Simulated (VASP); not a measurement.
A run of VASP 6.6.1 is set up as follows.

INCAR

```
PREC = Accurate
ENCUT = 520
EDIFF = 1E-7
ISMEAR = 0
SIGMA = 0.1
LREAL = F
LASPH = T
NELM = 100
ALGO = Normal
ISIF = 2
LWAVE = F
LCHARG = F
GGA = PS
NBANDS = 12
```

Contents of KPOINTS:

```
regular mesh
0
Gamma
  18 18 18
```

POSCAR

```
Nb
1.0
    0.0000000000      2.0206727785      2.0206727785
    2.0206727785      0.0000000000      2.0206727785
    2.0206727785      2.0206727785      0.0000000000
Nb
1
Direct
    0.0000000000      0.0000000000      0.0000000000
```

Potentials or basis: VASP PAW PBE potentials, release 64 (Nb_sv).

Launch:

```bash
$ cat potpaw_PBE.64/Nb_sv/POTCAR > POTCAR
$ mpirun -np 1 vasp_std > vasp.out
```

Task: What does it give for the pressure?

Result: 19.1 GPa.

Caveat: the PAW data sets were made with another functional, which shifts forces and pressure a little.
